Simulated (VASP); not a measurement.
Set up this calculation in VASP 6.6.1, as the native input.

```yaml
Task: single point
Functional: PBEsol
Potentials_or_basis: VASP PAW PBE potentials, release 64 (Mg, S)
Cutoff: 520 eV
k_mesh: 8 × 8 × 8
Occupations: gaussian, width 0.05 eV
Spin: no spin polarisation
Dipole_correction: no
Further_INCAR_settings: ALGO = Normal; EDIFF = 1e-06; NBANDS = 11
```

The structure of MgS lies in POSCAR:

```
MgS
1.0
    0.0000000000      2.7317325000      2.5366087500
    2.7317325000      0.0000000000      2.5366087500
    2.7317325000      2.7317325000      0.0000000000
Mg S
1 1
Direct
    0.0000000000      0.0000000000      0.0000000000
    0.5000000000      0.5000000000      0.5000000000
```

This cell differs from its parent crystal: strain +0.050 along x and y, -0.025 along z.

The input as run:

INCAR

```
SYSTEM = MgS
ALGO = Normal ; EDIFF = 1E-6
ENCUT = 520 ; GGA = PS
ISIF = 2 ; ISMEAR = 0
LASPH = .TRUE. ; LCHARG = .FALSE.
LREAL = .FALSE. ; LWAVE = .FALSE.
NBANDS = 11 ; NELM = 100
PREC = Accurate ; SIGMA = 0.05
```

KPOINTS

```
k-points
0
G
  8 8 8
  0 0 0
```

Potentials or basis: VASP PAW PBE potentials, release 64 (Mg, S).

The run is started by

```bash
$ cat potpaw_PBE.64/Mg/POTCAR potpaw_PBE.64/S/POTCAR > POTCAR
$ mpirun -np 1 vasp_std > vasp.out
```

It gave:

```yaml
Pressure: -5.0 GPa
Band_gap_on_the_k_mesh: 2.29 eV, indirect (least direct gap 2.95 eV)
```

Caveat: the cell differs from its parent crystal (strain +0.050 along x and y, -0.025 along z); the PAW data sets were made with another functional, which shifts forces and pressure a little.

Wall time 9.2 s on 1 thread of Intel(R) Xeon(R) 6975P-C (Granite Rapids), with other jobs on the host, peak memory 0.17 GiB.
